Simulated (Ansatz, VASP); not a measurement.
**Two plane-wave programs on Al**

```
Al
1.0
     0.00000    2.02040    2.02040
     2.02040    0.00000    2.02040
     2.02040    2.02040    0.00000
Al
1
Direct
  0.00000 0.00000 0.00000
```

Alike in both runs: functional PBE; k mesh 18 × 18 × 18; occupations gaussian, width 0.1 eV; no spin polarisation.

Ansatz relaxed the structure, and its values are those at the end. VASP's run is a single point on that final structure, the one shown.

```csv
,VASP,Ansatz
version,VASP 6.6.1,Ansatz 0.2.0
potentials or method,"VASP PAW PBE potentials, release 64 (Al), cutoff 500 eV","scalar-relativistic, plane waves, PAW"
valence electrons in the cell,3,3
```

```csv
,VASP,Ansatz,Ansatz less VASP
gap on the k mesh at the Fermi level (eV),none,none,-
pressure (GPa),0.0,0.0,+0.01
```

A gap of «none» marks a metal or a gap that the smearing closes. The functional is the same, so the differences come from potentials, cutoffs and numerics.
